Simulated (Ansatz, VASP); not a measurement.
# One calculation of Ba, two programs

```xyz
1
Lattice="1.9139 -3.6280 0.0000 1.9961 3.6720 0.0000 0.0000 0.0000 5.7000" Properties=species:S:1:pos:R:3 pbc="T T T"
Ba    0.0000    0.0000    0.0000
```

Change from the starting cell: strain +0.0225 x Voigt [0, 0, 0, 0, 0, 1], atoms carried along.

Alike in both runs: task single point; functional r2SCAN; k mesh 14 × 14 × 8; occupations gaussian, width 0.15 eV; no spin polarisation.

|  | VASP | Ansatz |
| --- | --- | --- |
| version | VASP 6.6.1 | Ansatz 0.2.0 |
| potentials or method | VASP PAW PBE potentials, release 64 (Ba_sv), cutoff 520 eV | scalar-relativistic, plane waves, PAW |
| valence electrons in the cell | 10 | 10 |

Ansatz gave:

| Quantity | Value |
| --- | --- |
| gap on the k mesh at the Fermi level (eV) | none |
| pressure (GPa) | 0.6 |
| traceless stress, the component that is largest in VASP (GPa) | -2.92 |

**Question.** Which values does VASP return?

**Answer.** gap on the k mesh at the Fermi level (eV): none; pressure (GPa): 0.6; traceless stress, the component that is largest in VASP (GPa): -2.99.

VASP's potentials were made for PBE, not for r2SCAN. A gap of «none» marks a metal or a gap that the smearing closes.

Neither program's run includes spin-orbit coupling.
